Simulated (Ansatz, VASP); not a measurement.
**HfO2: VASP beside Ansatz**

INCAR

```
ALGO     = Normal         # electronic algorithm
EDIFF    = 1E-6           # SCF threshold, eV
EDIFFG   = -0.002         # ionic threshold
ENCUT    = 600            # plane-wave cutoff, eV
GGA      = PE             # functional
IBRION   = 2              # ionic algorithm
ISIF     = 3              # what is computed and relaxed
ISMEAR   = 0              # smearing method
LASPH    = True           # aspherical terms in the spheres
LCHARG   = False          # write CHGCAR
LREAL    = False          # projectors in reciprocal space
LWAVE    = False          # write WAVECAR
NELM     = 100            # most SCF steps
NSW      = 100            # ionic steps
PREC     = Accurate       # precision mode
SIGMA    = 0.02           # smearing width, eV
```

The input KPOINTS:

```
k-points
0
Gamma
  6 6 4
```

POSCAR

```
HfO2
1.0
    3.6067397950     -0.0306561828      0.0443634037
    0.0296823890      3.6014285495      0.0691816466
   -0.0256077033     -0.0829137152      5.2646565203
Hf O
2 4
Direct
    0.5125704889      0.4896685703      0.5017037562
    0.0059658188     -0.0073216730      0.0013161326
    0.0085213769      0.4892751895      0.6945159247
    0.5077715574     -0.0100064717      0.8084126023
    0.4981239804     -0.0091522765      0.3085149036
   -0.0034473443      0.4911830082      0.1943783019
```

Input for Ansatz:

```yaml
crystal:
  lattice:
    - [3.606739795, -0.0306561828, 0.0443634037]
    - [0.029682389, 3.6014285495, 0.0691816466]
    - [-0.0256077033, -0.0829137152, 5.2646565203]
  atoms:
    - { symbol: Hf, position: [0.5125704889, 0.4896685703, 0.5017037562] }
    - { symbol: Hf, position: [0.0059658188, -0.007321673, 0.0013161326] }
    - { symbol: O, position: [0.0085213769, 0.4892751895, 0.6945159247] }
    - { symbol: O, position: [0.5077715574, -0.0100064717, 0.8084126023] }
    - { symbol: O, position: [0.4981239804, -0.0091522765, 0.3085149036] }
    - { symbol: O, position: [-0.0034473443, 0.4911830082, 0.1943783019] }
basis:
  ecutwfc: 420
kpoints:
  mp_grid: { grid: [6, 6, 4] }
hamiltonian:
  xc: pbe
scf:
  occupations: { method: gaussian, width: 0.02 }
output:
  forces: true
  stress: true
  eigenvalues: true
  write_density: true
  write_potential: true
  elf: true
  volumetric_format: npy
relax:
  adjacent_minimum: "off"
  f_tol: 0.002
  max_steps: 80
  cell: { stress_tol: 0.02 }
```

Alike in both runs: task relaxation of cell and atoms; functional PBE; k mesh 6 × 6 × 4; occupations gaussian, width 0.02 eV; no spin polarisation.

|  | VASP | Ansatz |
| --- | --- | --- |
| version | VASP 6.6.1 | Ansatz 0.2.0 |
| potentials or method | VASP PAW PBE potentials, release 64 (Hf_pv, O), cutoff 600 eV | scalar-relativistic, plane waves, PAW |
| valence electrons in the cell | 44 | 76 |

```csv
,VASP,Ansatz,Ansatz less VASP
"gap on the k mesh at the Fermi level, each at its own relaxed structure (eV)",4.69,4.67,-0.014
relaxed volume (Å³/atom),11.21,11.40,+0.193
relaxed cell length with the largest relative difference (Å),5.225,5.264,+0.0399
```

VASP's potentials hold 44 valence electrons a cell and Ansatz's 76, so a difference there can come from the potentials and not from the codes.

Neither program's run includes spin-orbit coupling.
